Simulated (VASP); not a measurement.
A run of VASP 6.6.1 is set up as follows.

The input POSCAR:

```
AgAs
1.0
    7.5615277115      0.0000000000      0.0000000000
    0.0000000000      5.9265524445      0.0000000000
    0.0000000000      0.0000000000      3.5509633489
Ag As
4 4
Direct
    0.1497154252     -0.0333747295      0.2500000000
    0.8502845748      1.0333747295      0.7500000000
    0.6497154252      0.5333747295      0.7500000000
    0.3502845748      0.4666252705      0.2500000000
    0.5682689171      0.1229361871      0.2500000000
    0.4317310829      0.8770638129      0.7500000000
    0.0682689171      0.3770638129      0.7500000000
    0.9317310829      0.6229361871      0.2500000000
```

INCAR.step1

```
ALGO = Normal
EDIFF = 1E-4
ENCUT = 520
GGA = PE
ISMEAR = 0
LASPH = T
LCHARG = F
LREAL = F
LWAVE = T
NBANDS = 42
NELM = 60
PREC = Accurate
SIGMA = 0.0227
```

The input INCAR.step2:

```
ALGO = Normal
EDIFF = 1E-6
ENCUT = 520
ISIF = 2
ISMEAR = 0
ISTART = 1
LASPH = T
LCHARG = F
LMIXTAU = T
LREAL = F
LWAVE = F
METAGGA = R2SCAN
NBANDS = 42
NELM = 60
PREC = Accurate
SIGMA = 0.0227
```

KPOINTS

```
k-points
0
Gamma
  4 4 8
```

Potentials or basis: VASP PAW PBE potentials, release 64 (Ag, As).

Command:

```console
$ cat potpaw_PBE.64/Ag/POTCAR potpaw_PBE.64/As/POTCAR > POTCAR
$ cp INCAR.step1 INCAR
$ mpirun -np 1 vasp_std > vasp.out
$ cp INCAR.step2 INCAR
$ mpirun -np 1 vasp_std > vasp.out
```

(1) What does it give for the largest force?

(2) Predict the band gap on the k mesh.

Answers

(1) 0.032 eV/Å.

(2) zero (bands 32 and 33 overlap by 0.77 eV).

Caveat: the PAW data sets were made with another functional, which shifts forces and pressure a little.
